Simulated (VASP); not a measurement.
Input of a VASP 6.6.1 run:

INCAR

```
ALGO = Normal
EDIFF = 1E-7
ENCUT = 520
GGA = PE
ISIF = 2
ISMEAR = 0
ISPIN = 2
LASPH = T
LCHARG = F
LMAXMIX = 4
LORBIT = 11
LREAL = F
LWAVE = F
MAGMOM = 4.2 4.2
NBANDS = 20
NELM = 150
PREC = Accurate
SIGMA = 0.1
```

File KPOINTS:

```
k-points
0
Gamma
  11 11 11
```

Contents of POSCAR:

```
Co
1.0
    3.5979000000      1.7989500000      1.7989500000
    1.7989500000      3.5979000000      1.7989500000
    1.7989500000      1.7989500000      3.5979000000
Co
2
Direct
    0.0000000000      0.0000000000      0.0000000000
    0.5000000000      0.5000000000      0.5000000000
```

Potentials or basis: VASP PAW PBE potentials, release 64 (Co).

Launch:

```console
$ cat potpaw_PBE.64/Co/POTCAR > POTCAR
$ mpirun -np 1 vasp_std > vasp.out
```

What does it give for the site moments?

Co +1.68 μB.

What does it give for the net moment?

3.31 μB per cell.

Estimate the pressure.

-12.7 GPa.
